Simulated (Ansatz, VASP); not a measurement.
One calculation of CeO2, two programs

```
CELL_PARAMETERS angstrom
0.00000 2.70365 2.70365
2.70365 0.00000 2.70365
2.70365 2.70365 0.00000
ATOMIC_POSITIONS crystal
Ce 0.00000 0.00000 0.00000
O 0.25000 0.25000 0.25000
O 0.75000 0.75000 0.75000
```

Alike in both runs: task relaxation of cell and atoms; functional r2SCAN; k mesh 10 × 10 × 10; occupations gaussian, width 0.02 eV; no spin polarisation.

|  | VASP | Ansatz |
| --- | --- | --- |
| version | VASP 6.6.1 | Ansatz 0.2.0 |
| potentials or method | VASP PAW PBE potentials, release 64 (Ce, O), cutoff 600 eV | scalar-relativistic, plane waves, PAW |
| valence electrons in the cell | 24 | 24 |

```csv
,VASP,Ansatz,Ansatz less VASP
"gap on the k mesh at the Fermi level, each at its own relaxed structure (eV)",2.19,2.23,+0.041
relaxed volume (Å³/atom),13.38,13.40,+0.015
relaxed cell length with the largest relative difference (Å),3.843,3.845,+0.0015
```

VASP's potentials were made for PBE, not for r2SCAN.

Neither program's run includes spin-orbit coupling.
